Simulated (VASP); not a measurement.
A run of VASP 6.6.1 is set up as follows.

File INCAR:

```
SYSTEM = Pb
PREC = Accurate ; ENCUT = 600
EDIFF = 1E-6 ; ISMEAR = -1
SIGMA = 0.1 ; LREAL = .FALSE.
LASPH = .TRUE. ; NELM = 100
ALGO = Normal ; ISIF = 3
LWAVE = .FALSE. ; LCHARG = .FALSE.
GGA = PE ; IBRION = 2
NSW = 60 ; EDIFFG = -0.005
```

KPOINTS

```
regular mesh
0
G
  13 13 12
  0 0 0
```

File POSCAR:

```
Pb
1.0
    3.4417978971      0.0000000000      0.0000000000
   -1.7208989486      2.9806844136      0.0000000000
    0.0000000000      0.0000000000      3.2352900233
Pb
1
Direct
    0.0000000000      0.0000000000      0.0000000000
```

Potentials or basis: VASP PAW PBE potentials, release 64 (Pb_d).

Run with:

```sh
$ cat potpaw_PBE.64/Pb_d/POTCAR > POTCAR
$ mpirun -np 1 vasp_std > vasp.out
```

(1) Predict the band gap on the k mesh.

(2) What does it give for the space group after relaxing (to 0.05 Å)?

(3) What does it give for the relaxed cell?

(4) Predict the relaxed volume.

Answers

(1) zero (band 7 reaches 10.82 eV, above the bottom of band 8 at 4.69 eV).

(2) P6/mmm (No. 191).

(3) a = 3.419 Å, b = 3.419 Å, c = 3.271 Å, α = 90.00°, β = 90.00°, γ = 120.00°.

(4) 33.12 Å³/atom.

Caveat: spin-orbit coupling is left out, which moves the levels of the heavy elements.
